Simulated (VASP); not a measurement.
# HfN (I-4m2) in VASP: further runs, part 2 of 2

VASP 6.6.1.

**4. Single point, LDA (strain -0.050 along x and y, +0.000 along z)**

INCAR reads:

```
SYSTEM = HfN
ALGO = Normal
EDIFF = 1E-6
ENCUT = 520
GGA = CA
ISIF = 2
ISMEAR = 0
LASPH = .True.
LCHARG = .False.
LREAL = .False.
LWAVE = .False.
NBANDS = 14
NELM = 100
PREC = Accurate
SIGMA = 0.15
```

KPOINTS reads:

```
k-points
0
Gamma
  16 16 16
  0 0 0
```

POSCAR reads:

```
HfN
1.0
    0.0000000000      2.3320809000      2.4548220000
    2.3320809000      0.0000000000      2.4548220000
    2.3320809000      2.3320809000      0.0000000000
Hf N
1 1
Direct
    0.0000000000      0.0000000000      0.0000000000
    0.7500000000      0.7500000000      0.7500000000
```

Potentials or basis: VASP PAW LDA potentials, release 64 (Hf_pv, N).

Command:

```bash
$ cat potpaw_LDA.64/Hf_pv/POTCAR potpaw_LDA.64/N/POTCAR > POTCAR
$ mpirun -np 1 vasp_std > vasp.out
```

OUTCAR:

```text
SYSTEM = HfN
   EDIFF = 1E-6
   ENCUT = 520
   GGA = CA
   ISIF = 2
   ISMEAR = 0
   LASPH = .True.
   LREAL = .False.
   NELM = 100
   PREC = Accurate

 ion  position               nearest neighbor table
   1  0.000  0.000  0.000-   2 2.06   2 2.06   2 2.06   2 2.06
   2  0.750  0.750  0.750-   1 2.06   1 2.06   1 2.06   1 2.06

  LATTYP: Found a body centered tetragonal cell.
 ALAT       =     3.2980604373
 C/A-ratio  =     1.4886458551

  Lattice vectors:

[... 597 lines left out ...]

  FORCE on cell =-STRESS in cart. coord.  units (eV):
  Direction    XX          YY          ZZ          XY          YZ          ZX
  --------------------------------------------------------------------------------------
  -------------------------------------------------------------------------------------
  Total        2.5675767      2.5675767      1.1607149      0.0000000      0.0000000      0.0000000
  in kB      154.0624456    154.0624456     69.6464381      0.0000000      0.0000000      0.0000000
  external PRESSURE =     125.9237764 kB  Pullay stress =       0.0000000 kB

 VOLUME and BASIS-vectors are now :
 -----------------------------------------------------------------------------
  energy-cutoff  :      520.00
  volume of cell :       26.70
      direct lattice vectors                 reciprocal lattice vectors
     0.000000000  2.332080900  2.454822000    -0.214400795  0.214400795  0.203680756
     2.332080900  0.000000000  2.454822000     0.214400795 -0.214400795  0.203680756
     2.332080900  2.332080900  0.000000000     0.214400795  0.214400795 -0.203680756

 POSITION                                       TOTAL-FORCE (eV/Angst)
 -----------------------------------------------------------------------------------
      0.00000      0.00000      0.00000        -0.000000     -0.000000      0.000000
      3.49812      3.49812      3.68223         0.000000      0.000000     -0.000000
 -----------------------------------------------------------------------------------
    total drift:                               -0.000000     -0.000000      0.000000

  FREE ENERGIE OF THE ION-ELECTRON SYSTEM (eV)
  ---------------------------------------------------
  free  energy   TOTEN  =       -22.9864406899 eV

  energy  without entropy=      -22.9797589786  energy(sigma->0) =      -22.98309983
```

OSZICAR:

```text
N       E                     dE             d eps       ncg     rms          rms(c)
DAV:   1     0.397223732880E+02    0.39722E+02   -0.77715E+03  9812   0.988E+02
DAV:   2    -0.244369990507E+02   -0.64159E+02   -0.60043E+02 12770   0.229E+02
DAV:   3    -0.265594190842E+02   -0.21224E+01   -0.21135E+01 11728   0.341E+01
DAV:   4    -0.265697723576E+02   -0.10353E-01   -0.10352E-01 11314   0.284E+00
DAV:   5    -0.265698725942E+02   -0.10024E-03   -0.10023E-03 11898   0.244E-01    0.656E+01
DAV:   6    -0.231346205042E+02    0.34353E+01   -0.12106E+01 10114   0.251E+01    0.463E+01
DAV:   7    -0.230187723869E+02    0.11585E+00   -0.60011E-01 11284   0.610E+00    0.261E+01
DAV:   8    -0.229904404447E+02    0.28332E-01   -0.69922E-02 12022   0.234E+00    0.530E+00
DAV:   9    -0.229866486606E+02    0.37918E-02   -0.13379E-02 11110   0.838E-01    0.166E+00
DAV:  10    -0.229864804912E+02    0.16817E-03   -0.11274E-03 11770   0.304E-01    0.360E-01
DAV:  11    -0.229864414734E+02    0.39018E-04   -0.11875E-04 12112   0.993E-02    0.444E-02
DAV:  12    -0.229864407844E+02    0.68893E-06   -0.14226E-05 12340   0.298E-02    0.229E-02
DAV:  13    -0.229864406899E+02    0.94496E-07   -0.34681E-07  7256   0.558E-03
   1 F= -.22986441E+02 E0= -.22983100E+02  d E =-.668171E-02
```

It took 74 s on 1 thread of AMD EPYC 9R45 (Zen 5), shared host; peak memory 0.22 GiB.

What came out:

* Free energy: -22.9864 eV
* Pressure: 12.6 GPa
* Band gap on the k mesh: zero (an odd number of electrons rules out a gap without spin polarisation)

Stress tensor (GPa, compression positive):
```
15.41  0.00  0.00
 0.00 15.41  0.00
 0.00  0.00  6.96
```

Caveat: the cell differs from its parent crystal (strain -0.050 along x and y, +0.000 along z); the stress differs along the axes, from 7 to 15 GPa; spin-orbit coupling is left out, which moves the levels of the heavy elements; an odd number of electrons without spin polarisation forces a metal; a magnetic or distorted state may lie lower.

**5. Single point, LDA (strain -0.025 along x and y, -0.050 along z)**

INCAR reads:

```
SYSTEM = HfN
ALGO = Normal
EDIFF = 1E-7
ENCUT = 520
GGA = CA
ISIF = 2
ISMEAR = 0
LASPH = .True.
LCHARG = .True.
LELF = .True.
LREAL = .False.
LVHAR = .True.
LWAVE = .False.
NBANDS = 14
NELM = 100
PREC = Accurate
SIGMA = 0.15
```

KPOINTS is that of step 4.

POSCAR reads:

```
HfN
1.0
    0.0000000000      2.3934514500      2.3320809000
    2.3934514500      0.0000000000      2.3320809000
    2.3934514500      2.3934514500      0.0000000000
Hf N
1 1
Direct
    0.0000000000      0.0000000000      0.0000000000
    0.7500000000      0.7500000000      0.7500000000
```

Command:

```bash
$ cat potpaw_LDA.64/Hf_pv/POTCAR potpaw_LDA.64/N/POTCAR > POTCAR
$ mpirun -np 1 vasp_std > vasp.out
```

It took 78 s on 1 thread of AMD EPYC 9R45 (Zen 5), shared host; peak memory 0.22 GiB.

It converged, with:

- Free energy: -23.0058 eV
- Pressure: 12.6 GPa
- Band gap on the k mesh: zero (an odd number of electrons rules out a gap without spin polarisation)

Stress tensor (GPa, compression positive):
```
11.34  0.00  0.00
 0.00 11.34  0.00
 0.00  0.00 15.04
```

Levels at points of the mesh, in eV from the Fermi level:
| k point | band 4 | band 5 | band 6 | band 7 | band 8 | band 9 | band 10 | band 11 | band 12 | band 13 |
| --- | --- | --- | --- | --- | --- | --- | --- | --- | --- | --- |
| (0.00, 0.00, 0.00) | -16.43 | -5.96 | -5.96 | -5.89 | -0.37 | 2.17 | 2.55 | 7.04 | 7.04 | 7.52 |
| (0.50, 0.00, 0.00) | -15.09 | -5.85 | -5.33 | -5.19 | 1.72 | 2.95 | 2.99 | 4.61 | 5.85 | 5.87 |
| (0.50, 0.50, 0.00) | -14.65 | -7.46 | -3.71 | -3.71 | -1.01 | 2.46 | 4.44 | 5.21 | 5.21 | 11.60 |
| (0.50, 0.00, 0.50) | -14.59 | -7.51 | -3.69 | -3.60 | -1.20 | 2.35 | 4.49 | 5.17 | 5.22 | 11.09 |

Caveat: the cell differs from its parent crystal (strain -0.025 along x and y, -0.050 along z); the cell stands under pressure; spin-orbit coupling is left out, which moves the levels of the heavy elements; an odd number of electrons without spin polarisation forces a metal; a magnetic or distorted state may lie lower.

**6. The runs side by side**

| cell | gap on the mesh (eV) | pressure (GPa) |
| --- | --- | --- |
| a = 3.602, b = 3.602, c = 3.645 Å, angles 59.6, 59.6, 60.8°, 2 atoms | none | -26.5 |
| a = 3.342, b = 3.342, c = 3.298 Å, angles 60.4, 60.4, 59.1°, 2 atoms | none | 19.9 |
| a = 3.386, b = 3.386, c = 3.298 Å, angles 60.9, 60.9, 58.3°, 2 atoms | none | 12.6 |
| a = 3.342, b = 3.342, c = 3.385 Å, angles 59.6, 59.6, 60.9°, 2 atoms | none | 12.6 |

Alike in all rows: task single point; level LDA; potentials or basis VASP PAW LDA potentials, release 64 (Hf_pv, N); no spin polarisation; k mesh 16 × 16 × 16; cutoff (eV) 520; smearing gaussian 0.15 eV.

Caveats: spin-orbit coupling is left out, which moves the levels of the heavy elements; an odd number of electrons without spin polarisation forces a metal; a magnetic or distorted state may lie lower; the cell stands under pressure (at least some runs); the cell stands under tension (at least some runs); the stress differs along the axes, from 7 to 15 GPa (at least some runs).

Absolute energies hang on the potentials; compare differences alone.
